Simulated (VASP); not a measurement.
Runs of VASP 6.6.1 on SnSe. The structure is that of space group I4/mmm (No. 139), or close to it. The cells are those of the table. 

```csv
task,cell,gap on the mesh (eV),pressure (GPa)
single point,"a = 4.236, b = 4.236, c = 4.300 Å, angles 59.5, 59.5, 61.0°, 2 atoms",0.52,(a)
electric field gradients,"a = 4.321, b = 4.321, c = 4.384 Å, angles 59.5, 59.5, 61.0°, 2 atoms",0.66,-1.6
single point,"a = 4.321, b = 4.321, c = 4.384 Å, angles 59.5, 59.5, 61.0°, 2 atoms",0.66,-1.6
electric field gradients,"a = 4.236, b = 4.236, c = 4.300 Å, angles 59.5, 59.5, 61.0°, 2 atoms",0.52,1.2
```

Alike in all rows: level PBE; potentials or basis VASP PAW PBE potentials, release 64 (Sn_d, Se); no spin polarisation; k mesh 9 × 9 × 9; cutoff (eV) 520; smearing fermi-dirac 0.02 eV.

Q: Estimate the missing entries.

A: (a) 1.1.

Caveats: spin-orbit coupling is left out, which moves the levels of the heavy elements.

A k mesh can miss the band edges, and the runs leave out spin-orbit coupling on Se, Sn.
